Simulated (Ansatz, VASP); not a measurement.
# Two plane-wave programs on LiTlF4

```
CELL_PARAMETERS angstrom
3.77995 0.00000 -0.10209
0.00000 7.75455 0.00000
-1.64232 0.00000 5.32367
ATOMIC_POSITIONS crystal
Li 0.19362 0.75000 0.90412
Li 0.80638 0.25000 0.09588
Tl 0.50000 0.50000 0.50000
Tl 0.50000 0.00000 0.50000
F 0.87959 0.48184 0.25441
F 0.87959 0.01816 0.25441
F 0.62631 0.75000 0.75730
F 0.61931 0.25000 0.73765
F 0.12041 0.51816 0.74559
F 0.12041 0.98184 0.74559
F 0.38069 0.75000 0.26235
F 0.37369 0.25000 0.24270
```

Change from the starting cell: the structure that the rattled cell fell into.

Alike in both runs: functional PBE; k mesh 8 × 4 × 6; occupations gaussian, width 0.02 eV; no spin polarisation.

Ansatz relaxed the structure, and its values are those at the end. VASP's run is a single point on that final structure, the one shown.

|  | VASP | Ansatz |
| --- | --- | --- |
| version | VASP 6.6.1 | Ansatz 0.2.0 |
| potentials or method | VASP PAW PBE potentials, release 64 (Li_sv, Tl_d, F), cutoff 520 eV | scalar-relativistic, plane waves, PAW |
| valence electrons in the cell | 88 | 88 |

Ansatz gave:

* gap on the k mesh at the Fermi level (eV): 1.96
* least direct gap on the mesh (eV): 2.19
* rms of the force components (eV/Å): 0.000

Problem. What did VASP give for the same quantities?

Solution. gap on the k mesh at the Fermi level (eV): 1.93; least direct gap on the mesh (eV): 2.16; rms of the force components (eV/Å): 0.007.

Neither program's run includes spin-orbit coupling. Noted on VASP's run: the cutoff is short for stress, so the pressure is rough.
